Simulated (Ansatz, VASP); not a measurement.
SnO2 in VASP and in Ansatz

```xyz
6
Lattice="4.7599 0.0000 0.0000 0.0000 4.7599 0.0000 0.0000 0.0000 3.2008" Properties=species:S:1:pos:R:3 pbc="T T T"
Sn    0.0000    0.0000    0.0000
Sn    2.3800    2.3800    1.6004
O     1.4561    1.4561    0.0000
O     0.9239    3.8361    1.6004
O     3.3038    3.3038    0.0000
O     3.8361    0.9239    1.6004
```

Alike in both runs: functional r2SCAN; k mesh 6 × 6 × 8; no spin polarisation.

Ansatz relaxed the structure, and its values are those at the end. VASP's run is a single point on that final structure, the one shown.

|  | VASP | Ansatz |
| --- | --- | --- |
| version | VASP 6.6.1 | Ansatz 0.2.0 |
| potentials or method | VASP PAW PBE potentials, release 64 (Sn_d, O), cutoff 520 eV | scalar-relativistic, plane waves, PAW |
| occupations | gaussian, width 0.01 eV | fixed |
| valence electrons in the cell | 52 | 52 |

|  | VASP | Ansatz | Ansatz less VASP |
| --- | --- | --- | --- |
| gap on the k mesh at the Fermi level (eV) | 1.79 | 1.77 | -0.026 |
| least direct gap on the mesh (eV) | 1.79 | 1.77 | -0.026 |
| pressure (GPa) | 1.1 | 0.0 | -1.09 |
| rms of the force components (eV/Å) | 0.013 | 0.000 | -0.0131 |

VASP's potentials were made for PBE, not for r2SCAN.
